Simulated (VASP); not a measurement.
A run of VASP 6.6.1 is set up as follows.

Contents of INCAR:

```
SYSTEM = MoN2
PREC = Accurate
ENCUT = 520
EDIFF = 1E-7
ISMEAR = 0
SIGMA = 0.15
LREAL = .FALSE.
LASPH = .TRUE.
NELM = 60
ALGO = Normal
ISIF = 2
LWAVE = .FALSE.
LCHARG = .TRUE.
GGA = PE
LELF = .TRUE.
LVHAR = .TRUE.
NBANDS = 33
```

KPOINTS

```
regular mesh
0
G
  12 12 18
  0 0 0
```

The input POSCAR:

```
MoN2
1.0
    4.5765800287      0.0000000000      0.0000000000
    0.0000000000      4.0895438659      0.0000000000
    0.0000000000      0.0000000000      2.7518917152
Mo N
2 4
Direct
    0.5000000000      0.5000000000      0.0000000000
    0.0000000000      0.0000000000      0.0000000000
    0.8879039728      0.3879039728      0.5000000000
    0.1120960272      0.6120960272      0.5000000000
    0.3879039728      0.1120960272      0.5000000000
    0.6120960272      0.8879039728      0.5000000000
```

Potentials or basis: VASP PAW PBE potentials, release 64 (Mo_sv, N).

The run is started by

```console
$ cat potpaw_PBE.64/Mo_sv/POTCAR potpaw_PBE.64/N/POTCAR > POTCAR
$ mpirun -np 1 vasp_std > vasp.out
```

(1) What does it give for the band gap on the k mesh?

(2) Estimate the largest force.

(3) Predict the pressure.

Answers

(1) zero (band 24 reaches 13.65 eV, above the bottom of band 25 at 11.69 eV).

(2) 0.601 eV/Å.

(3) 4.8 GPa.

Caveat: the cell differs from its parent crystal (strain +0.0562 x Voigt [1, -1, 0, 0, 0, 0]).
